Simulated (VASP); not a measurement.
# V (Im-3m) in VASP: further runs

Aim: see how the results for V move with the level of theory and the settings. Levels: B3LYP, PBE. Tasks: single point.

Everything below comes from runs of VASP 6.6.1. Logs are shortened: lines on timing, memory, paths and dates and some standing lists are left out, and cuts for length are marked.

## 1. The cell of the first run

It takes space group Im-3m (No. 229, cubic). Conventional cell: a = 3.001 Å, b = 3.001 Å, c = 3.001 Å, α = 90.00°, β = 90.00°, γ = 90.00°. Within 3.4 Å of V (site symmetry m-3m) lie 14 V at 2.60 to 3.00 Å.

## 2. Single point, B3LYP, collinear spin, ferromagnetic start

Input file POSCAR:

```
V
1.0
   -1.5004534671      1.5004534671      1.5004534671
    1.5004534671     -1.5004534671      1.5004534671
    1.5004534671      1.5004534671     -1.5004534671
V
1
Direct
    0.0000000000      0.0000000000      0.0000000000
```

Input file INCAR.step1:

```
SYSTEM = V
PREC = Accurate
ENCUT = 520
EDIFF = 1E-5
ISMEAR = -1
SIGMA = 0.05
LREAL = .FALSE.
LASPH = .TRUE.
NELM = 150
ALGO = Normal
ISIF = 2
LWAVE = .TRUE.
LCHARG = .FALSE.
ISPIN = 2
MAGMOM = 2
LORBIT = 11
LMAXMIX = 4
GGA = PE
NBANDS = 16
```

Input file INCAR.step2:

```
SYSTEM = V
PREC = Accurate
ENCUT = 520
EDIFF = 1E-6
ISMEAR = -1
SIGMA = 0.05
LREAL = .FALSE.
LASPH = .TRUE.
NELM = 150
ALGO = Normal
ISIF = 2
LWAVE = .FALSE.
LCHARG = .FALSE.
ISPIN = 2
MAGMOM = 2
LORBIT = 11
LMAXMIX = 4
GGA = B3
LHFCALC = .TRUE.
AEXX = 0.2
AGGAX = 0.72
AGGAC = 0.81
ALDAC = 0.19
PRECFOCK = Normal
ISTART = 1
NBANDS = 16
```

Input file KPOINTS:

```
regular mesh
0
G
  6 6 6
  0 0 0
```

Potentials or basis: VASP PAW PBE potentials, release 64 (V_sv).

Run with:

```console
> cat potpaw_PBE.64/V_sv/POTCAR > POTCAR
> cp INCAR.step1 INCAR
> mpirun -np 1 vasp_std > vasp.out
> cp INCAR.step2 INCAR
> mpirun -np 1 vasp_std > vasp.out
```

OUTCAR:

```text
SYSTEM = V
   PREC = Accurate
   ENCUT = 520
   EDIFF = 1E-6
   ISMEAR = -1
   LREAL = .FALSE.
   LASPH = .TRUE.
   NELM = 150
   ISIF = 2
   ISPIN = 2
   LORBIT = 11
   GGA = B3
   LHFCALC = .TRUE.
   AEXX = 0.2
   PRECFOCK = Normal
   ISTART = 1

 ion  position               nearest neighbor table
   1  0.000  0.000  0.000-

  LATTYP: Found a body centered cubic cell.
 ALAT       =     3.0009069342

  Lattice vectors:

 A1 = (  -1.5004534671,   1.5004534671,   1.5004534671)
 A2 = (   1.5004534671,  -1.5004534671,   1.5004534671)
 A3 = (   1.5004534671,   1.5004534671,  -1.5004534671)

Analysis of symmetry for initial positions (statically):
=====================================================================
 Subroutine PRICEL returns:
 Original cell was already a primitive cell.

 Routine SETGRP: Setting up the symmetry group for a
 body centered cubic supercell.

 Subroutine GETGRP returns: Found 48 space group operations
 (whereof 48 operations were pure point group operations)
 out of a pool of 48 trial point group operations.

The static configuration has the point symmetry O_h .

Analysis of symmetry for dynamics (positions and initial velocities):
=====================================================================
 Subroutine PRICEL returns:
 Original cell was already a primitive cell.

 Routine SETGRP: Setting up the symmetry group for a
 body centered cubic supercell.

 Subroutine GETGRP returns: Found 48 space group operations
 (whereof 48 operations were pure point group operations)
 out of a pool of 48 trial point group operations.

The dynamic configuration has the point symmetry O_h .

Analysis of structural, dynamic, and magnetic symmetry:
=====================================================================
 Subroutine PRICEL returns:
 Original cell was already a primitive cell.

 Routine SETGRP: Setting up the symmetry group for a
 body centered cubic supercell.

 Subroutine GETGRP returns: Found 48 space group operations
 (whereof 48 operations were pure point group operations)
 out of a pool of 48 trial point group operations.

The overall configuration has the point symmetry O_h .

 Subroutine INISYM returns: Found 48 space group operations
 (whereof 48 operations are pure point group operations),
 and found     1 'primitive' translations

----------------------------------------------------------------------------------------

                                     Primitive cell

  volume of cell :      13.5122

  direct lattice vectors                    reciprocal lattice vectors
    -1.500453467  1.500453467  1.500453467     0.000000000  0.333232593  0.333232593
     1.500453467 -1.500453467  1.500453467     0.333232593  0.000000000  0.333232593
     1.500453467  1.500453467 -1.500453467     0.333232593  0.333232593  0.000000000

  length of vectors
     2.598861639  2.598861639  2.598861639     0.471262053  0.471262053  0.471262053

  position of ions in fractional coordinates (direct lattice)
     0.000000000  0.000000000  0.000000000

  ion indices of the primitive-cell ions
   primitive index   ion index
                 1           1

----------------------------------------------------------------------------------------

 KPOINTS: regular mesh

Automatic generation of k-mesh.
 Grid dimensions read from file:
 generate k-points for:    6    6    6

 Generating k-lattice:

  Cartesian coordinates                     Fractional coordinates (reciprocal lattice)
     0.000000000  0.055538766  0.055538766     0.166666667  0.000000000  0.000000000
     0.055538766  0.000000000  0.055538766     0.000000000  0.166666667  0.000000000
     0.055538766  0.055538766  0.000000000     0.000000000  0.000000000  0.166666667

  Length of vectors
     0.078543675  0.078543675  0.078543675

  Shift w.r.t. Gamma in fractional coordinates (k-lattice)
     0.000000000  0.000000000  0.000000000

 Subroutine IBZKPT returns following result:
 ===========================================

 Found     16 irreducible k-points:

 Following reciprocal coordinates:
            Coordinates               Weight
  0.000000  0.000000  0.000000      1.000000
  0.166667  0.000000  0.000000     12.000000
  0.333333  0.000000  0.000000     12.000000
  0.500000  0.000000  0.000000      6.000000
  0.166667  0.166667  0.000000     24.000000
  0.333333  0.166667 -0.000000     48.000000
[... 8 lines left out ...]
  0.500000  0.500000  0.333333     12.000000
  0.500000  0.500000  0.500000      1.000000
   k-points           NKPTS =     16   k-points in BZ     NKDIM =    216   number of bands    NBANDS=     16
   number of dos      NEDOS =    301   number of ions     NIONS =      1
   total plane-waves  NPLWV =   8000
   dimension x,y,z NGX =    20 NGY =   20 NGZ =   20
   dimension x,y,z NGXF=    40 NGYF=   40 NGZF=   40
   ions per type =               1
   NGX,Y,Z   is equivalent  to a cutoff of  12.79, 12.79, 12.79 a.u.
   NGXF,Y,Z  is equivalent  to a cutoff of  25.59, 25.59, 25.59 a.u.
 SYSTEM =  V
   PREC   = accura    normal or accurate (medium, high low for compatibility)
   ISTART =      1    job   : 0-new  1-cont  2-samecut
   ICHARG =      0    charge: 1-file 2-atom 10-const
   ISPIN  =      2    spin polarized calculation?
   LNONCOLLINEAR =      F non collinear calculations
   LSORBIT =      F    spin-orbit coupling
   LASPH  =      T    aspherical Exc in radial PAW
   ENCUT  =  520.0 eV  38.22 Ry    6.18 a.u.   4.83  4.83  4.83*2*pi/ulx,y,z
   NELM   =    150;   NELMIN=  2; NELMDL=  0     # of ELM steps
   EDIFF  = 0.1E-05   stopping-criterion for ELM
   LREAL  =      F    real-space projection
   EDIFFG = 0.1E-04   stopping-criterion for IOM
   NSW    =      0    number of steps for IOM
   IBRION =     -1    ionic relax: 0-MD 1-quasi-New 2-CG
   NFREE  =      0    steps in history (QN), initial steepest desc. (CG)
   ISIF   =      2    stress and relaxation
   ISYM   =      3    0-nonsym 1-usesym 2-fastsym
   POTIM  = 0.5000    time-step for ionic-motion
   TEBEG  =    0.0;   TEEND  =   0.0 temperature during run
   PSTRESS=    0.0 pullay stress
   NELECT =      13.0000    total number of electrons
   NUPDOWN=      -1.0000    fix difference up-down
   EMIN   =  10.00;   EMAX   =-10.00  energy-range for DOS
   EFERMI =   0.00;   METHOD = LEGACY
   ISMEAR =    -1;   SIGMA  =   0.05  broadening in eV -4-tet -1-fermi 0-gaus
   EFERMI_NEDOS =   21; number of points for ismear=-14 and -15
   IALGO  =     38    algorithm
   IMIX   =      1    mixing-type and parameters
     AMIX     =   0.40;   BMIX     =  1.00
     AMIX_MAG =   1.60;   BMIX_MAG =  1.00
  volume/ion in A,a.u.               =      13.51        91.19
  Fermi-wavevector in a.u.,A,eV,Ry     =   1.616144  3.054070 35.537354  2.611922
  Thomas-Fermi vector in A             =   2.710778
   LORBIT       =     11    0 simple, 1 ext, 2 COOP (PROOUT), +10 PAW based schemes
   GGA     = B3    functional components
   LHFCALC =     T    Hartree Fock is set to
   PRECFOCK=normal    Normal, Fast or Accurate (Low or Medium for compatibility)
   ENCUT4O =  -1.0   cutoff for four orbital integrals eV
   NKREDX  =     1    reduce k-point grid by
   NKREDY  =     1    reduce k-point grid by
   NKREDZ  =     1    reduce k-point grid by
   AEXX    =    0.2000 exact exchange contribution
   HFSCREEN=    0.0000 screening length (either q_TF or 0.3 A-1)
   HFSCREENC=   0.0000 screening length for correlation (either q_TF or 0.3 A-1)
   ENCUTFOCK=  -1.0 apply spherical cutoff to Coloumb kernel
   IVDW    =     0    specifies the selected vdW correction
   LEPSILON=     F    determine dielectric tensor
   LRPA    =     F    only Hartree local field effects (RPA)
 spin polarized calculation
  energy-cutoff  :      520.00
  volume of cell :       13.51
 maximum number of plane-waves:       370
  NGX = 16; NGY = 16; NGZ = 16

 number of electron      12.9999990 magnetization       0.7767865

 Free energy of the ion-electron system (eV)
  ---------------------------------------------------
  ext. energy  EPLUGINS =         0.00000000
  ---------------------------------------------------
  free energy    TOTEN  =       -10.38183407 eV

  energy without entropy =      -10.37811685  energy(sigma->0) =      -10.37997546

 E-fermi :  10.0087     XC(G=0): -10.3457

 val. band max:        9.9832925112   @ k =   0.1667   0.1667   0.0000
 cond. band min:      10.4080013264   @ k =   0.3333   0.1667  -0.0000
 fundamental gap:      0.4247088152
 Fermi energy:        10.0086955810

 spin component 1

 k-point     1 :       0.0000    0.0000    0.0000
  band No.  band energies     occupation
      1     -58.3433      1.00000
      2     -30.4640      1.00000
      3     -30.4639      1.00000
      4     -30.4639      1.00000
      5       1.8881      1.00000
      6       9.2941      1.00000
[... 8 lines left out ...]
     15      38.9936      0.00000
     16      43.0748      0.00000
[... 267 lines left out ...]
 k-point    16 :       0.5000    0.5000    0.5000
  band No.  band energies     occupation
      1     -57.9816      1.00000
      2     -31.1228      1.00000
      3     -31.1228      1.00000
      4     -31.1228      1.00000
      5       6.0225      1.00000
      6       6.0225      1.00000
[... 8 lines left out ...]
     15      32.8279      0.00000
     16      43.1912      0.00000
 Fermi energy:        10.0086955810

 spin component 2

 k-point     1 :       0.0000    0.0000    0.0000
  band No.  band energies     occupation
      1     -57.6669      1.00000
      2     -29.7516      1.00000
      3     -29.7516      1.00000
      4     -29.7516      1.00000
      5       2.4834      1.00000
      6      11.4954      0.00000
[... 8 lines left out ...]
     15      39.1868      0.00000
     16      43.8349      0.00000
[... 267 lines left out ...]
 k-point    16 :       0.5000    0.5000    0.5000
  band No.  band energies     occupation
      1     -57.3130      1.00000
      2     -30.3915      1.00000
      3     -30.3915      1.00000
      4     -30.3915      1.00000
      5       6.2883      1.00000
      6       6.2883      1.00000
[... 8 lines left out ...]
     15      33.0648      0.00000
     16      43.9897      0.00000

------------------------ aborting loop because EDIFF is reached ----------------------------------------

  FORCE on cell =-STRESS in cart. coord.  units (eV):
  Direction    XX          YY          ZZ          XY          YZ          ZX
  --------------------------------------------------------------------------------------
  -------------------------------------------------------------------------------------
  Total        0.0284653      0.0284653      0.0284653     -0.0000000     -0.0000000      0.0000000
  in kB        3.3751923      3.3751923      3.3751923     -0.0000000     -0.0000000      0.0000000
  external PRESSURE =       3.3751923 kB  Pullay stress =       0.0000000 kB

 VOLUME and BASIS-vectors are now :
 -----------------------------------------------------------------------------
  energy-cutoff  :      520.00
  volume of cell :       13.51
      direct lattice vectors                 reciprocal lattice vectors
    -1.500453467  1.500453467  1.500453467     0.000000000  0.333232593  0.333232593
     1.500453467 -1.500453467  1.500453467     0.333232593  0.000000000  0.333232593
     1.500453467  1.500453467 -1.500453467     0.333232593  0.333232593  0.000000000

 POSITION                                       TOTAL-FORCE (eV/Angst)
 -----------------------------------------------------------------------------------
      0.00000      0.00000      0.00000        -0.000000      0.000000      0.000000
 -----------------------------------------------------------------------------------
    total drift:                               -0.000000      0.000000     -0.000000

  FREE ENERGIE OF THE ION-ELECTRON SYSTEM (eV)
  ---------------------------------------------------
  free  energy   TOTEN  =       -10.3818340701 eV

  energy  without entropy=      -10.3781168477  energy(sigma->0) =      -10.37997546

 total charge

# of ion       s       p       d       tot
------------------------------------------
    1        2.343   6.234   3.080  11.657

 magnetization (x)

# of ion       s       p       d       tot
------------------------------------------
    1        0.009   0.060   0.575   0.644
```

Run time: 18 min. Hardware: 1 thread of Intel Xeon Platinum 8488C (Sapphire Rapids), shared host; peak memory 0.14 GiB.

What came out:

```
Free energy                                           : -10.3818 eV
Pressure                                              : 0.3 GPa
Net moment                                            : 0.78 μB per cell
Site moments                                          : V +0.64 μB
Valence electrons inside the program's atomic spheres : V 11.66
```

Levels at points of the mesh, in eV from the Fermi level:
Spin up:
```tsv
k point	band 3	band 4	band 5	band 6	band 7	band 8	band 9	band 10	band 11	band 12
(0.00, 0.00, 0.00)	-40.47	-40.47	-8.12	-0.71	-0.71	-0.71	3.26	3.26	21.44	21.44
(0.50, 0.00, 0.00)	-40.77	-40.47	-4.55	-2.60	1.49	3.00	3.51	4.21	10.87	16.82
(0.50, 0.50, 0.50)	-41.13	-41.13	-3.99	-3.99	3.83	3.83	3.83	10.80	10.80	10.80
```
Spin down:
```csv
k point,band 4,band 5,band 6,band 7,band 8,band 9
"(0.00, 0.00, 0.00)",-39.76,-7.53,1.49,1.49,1.49,3.47
"(0.50, 0.00, 0.00)",-39.76,-3.75,-1.17,2.25,3.53,3.77
"(0.50, 0.50, 0.50)",-40.40,-3.72,-3.72,5.10,5.10,5.10
```

Caveat: the k points lie up to 0.49 Å⁻¹ apart; the PAW data sets were made with another functional, which shifts forces and pressure a little.

(Continued in part 2 of 2.)
